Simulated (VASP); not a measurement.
Write the native input for VASP 6.6.1 that does the following.

| Item | Value |
| --- | --- |
| Task | single point |
| Functional | PBE |
| Potentials or basis | VASP PAW PBE potentials, release 64 (Y_sv) |
| Cutoff | 520 eV |
| k mesh | 16 × 16 × 16 |
| Occupations | fermi-dirac, width 0.05 eV |
| Spin | no spin polarisation |
| Dipole correction | no |
| Further INCAR settings | ALGO = Normal; EDIFF = 1e-06; NBANDS = 18 |

The structure of Y lies in POSCAR:

```
Y
1.0
   -2.3675476276      2.3675476276      1.4250363801
    2.3675476276     -2.3675476276      1.4250363801
    2.3675476276      2.3675476276     -1.4250363801
Y
2
Direct
   -0.3750000000     -0.1250000000     -0.2500000000
    0.3750000000      0.1250000000      0.2500000000
```

One way to write it, as run:

INCAR

```
ALGO = Normal
EDIFF = 1E-6
ENCUT = 520
GGA = PE
ISIF = 2
ISMEAR = -1
LASPH = T
LCHARG = F
LREAL = F
LWAVE = F
NBANDS = 18
NELM = 80
PREC = Accurate
SIGMA = 0.05
```

KPOINTS

```
k-points
0
Gamma
  16 16 16
```

Potentials or basis: VASP PAW PBE potentials, release 64 (Y_sv).

Command:

```sh
$ cat potpaw_PBE.64/Y_sv/POTCAR > POTCAR
$ mpirun -np 1 vasp_std > vasp.out
```

It gave:

| Property | Result |
| --- | --- |
| Pressure | 81.1 GPa |
| Band gap on the k mesh | zero (bands 11 and 12 overlap by 3.27 eV) |

Caveat: the cell stands under pressure.

Wall time 100 s on 1 thread of Intel(R) Xeon(R) 6975P-C (Granite Rapids), on a shared host, peak memory 0.32 GiB.
